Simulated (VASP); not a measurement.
Wanted: the native input for a VASP 6.6.1 run.

- Task: single point
- Functional: PBE
- Potentials or basis: VASP PAW PBE potentials, release 64 (Mg)
- Cutoff: 520 eV
- k mesh: 8 × 8 × 5
- Occupations: fermi-dirac, width 0.05 eV
- Spin: no spin polarisation
- Dipole correction: no
- Further INCAR settings: ALGO = Normal; EDIFF = 1e-06; NBANDS = 9

The structure of Mg lies in POSCAR:

```
Mg
1.0
    3.2093000000      0.0000000000      0.0000000000
   -1.6046500000      2.7793353284      0.0000000000
    0.0000000000      0.0000000000      5.2103000000
Mg
2
Direct
    0.6666666667      0.3333333333      0.7500000000
    0.3333333333      0.6666666667      0.2500000000
```

The input as run:

INCAR

```
SYSTEM = Mg
  PREC = Accurate
  ENCUT = 520
  EDIFF = 1E-6
  ISMEAR = -1
  SIGMA = 0.05
  LREAL = .FALSE.
  LASPH = .TRUE.
  NELM = 100
  ALGO = Normal
  ISIF = 2
  LWAVE = .FALSE.
  LCHARG = .TRUE.
  GGA = PE
  LELF = .TRUE.
  LVHAR = .TRUE.
  NBANDS = 9
```

KPOINTS

```
regular mesh
0
G
  8 8 5
  0 0 0
```

Potentials or basis: VASP PAW PBE potentials, release 64 (Mg).

Launch:

```sh
$ cat potpaw_PBE.64/Mg/POTCAR > POTCAR
$ mpirun -np 1 vasp_std > vasp.out
```

It gave:

- Pressure: -0.5 GPa
- Band gap on the k mesh: zero (band 2 reaches 3.57 eV, above the bottom of band 3 at 1.33 eV)

It took 6.6 s on 1 thread of Intel(R) Xeon(R) Platinum 8559C (Emerald Rapids), with other jobs on the host, peak memory 0.15 GiB.
